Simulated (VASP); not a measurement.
Input of a VASP 6.6.1 run:

INCAR

```
SYSTEM = WC
PREC = Accurate
ENCUT = 520
EDIFF = 1E-8
ISMEAR = 1
SIGMA = 0.1
LREAL = .False.
LASPH = .True.
NELM = 100
ALGO = Normal
ISIF = 2
LWAVE = .False.
LCHARG = .False.
GGA = PS
NBANDS = 16
IBRION = 8
NSW = 1
```

The input KPOINTS:

```
Automatic mesh
0
Gamma
  6 6 5
  0 0 0
```

POSCAR

```
WC
1.0
    2.9065000000      0.0000000000      0.0000000000
   -1.4532500000      2.5171028400      0.0000000000
    0.0000000000      0.0000000000      2.8366000000
W C
1 1
Direct
    0.0000000000      0.0000000000      0.0000000000
    0.6666666700      0.3333333300      0.5000000000
```

Potentials or basis: VASP PAW PBE potentials, release 64 (W_sv, C).

Launch:

```console
$ cat potpaw_PBE.64/W_sv/POTCAR potpaw_PBE.64/C/POTCAR > POTCAR
$ mpirun -np 1 vasp_std > vasp.out
```

(1) Estimate the highest phonon frequency at Γ, LO-TO splitting left out.

Answers

(1) 638 cm⁻¹.

Caveat: the k points lie up to 0.44 Å⁻¹ apart; the cell wasn't relaxed at this level first, which shifts response properties.
